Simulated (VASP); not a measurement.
A run of VASP 6.6.1 is set up as follows.

The input POSCAR:

```
GaSb
1.0
    0.0000000000      3.0658787979      3.1885139498
    3.0658787979      0.0000000000      3.1885139498
    3.0658787979      3.0658787979      0.0000000000
Ga Sb
1 1
Direct
    0.0000000000      0.0000000000      0.0000000000
    0.2500000000      0.2500000000      0.2500000000
```

INCAR.step1

```
ALGO = Normal
EDIFF = 1E-5
ENCUT = 520
GGA = PE
ISIF = 2
ISMEAR = -1
KPAR = 2
LASPH = T
LCHARG = F
LREAL = F
LWAVE = T
NBANDS = 16
NELM = 60
PREC = Accurate
SIGMA = 0.02
```

Contents of INCAR.step2:

```
ALGO = Normal
EDIFF = 1E-6
ENCUT = 520
GGA = PE
HFSCREEN = 0.2079
ISIF = 2
ISMEAR = -1
ISTART = 1
KPAR = 2
LASPH = T
LCHARG = F
LHFCALC = T
LREAL = F
LWAVE = F
NBANDS = 16
NELM = 60
PREC = Accurate
PRECFOCK = Normal
SIGMA = 0.02
```

The input KPOINTS:

```
k-points
0
Gamma
  6 6 6
```

Potentials or basis: VASP PAW PBE potentials, release 64 (Ga_d, Sb).

Run with:

```console
$ cat potpaw_PBE.64/Ga_d/POTCAR potpaw_PBE.64/Sb/POTCAR > POTCAR
$ cp INCAR.step1 INCAR
$ mpirun -np 2 vasp_std > vasp.out
$ cp INCAR.step2 INCAR
$ mpirun -np 2 vasp_std > vasp.out
```

Question: Predict the band gap on the k mesh.

Answer: 0.38 eV.

Question: Predict the pressure.

Answer: -2.2 GPa.

Stress tensor (GPa, compression positive):
```
-1.50  0.00  0.00
 0.00 -1.50  0.00
 0.00  0.00 -3.65
```

Caveat: the cell differs from its parent crystal (uniaxial z strain +4.0%); the PAW data sets were made with another functional, which shifts forces and pressure a little; spin-orbit coupling is left out, which moves the levels of the heavy elements. A k mesh can miss the band edges.
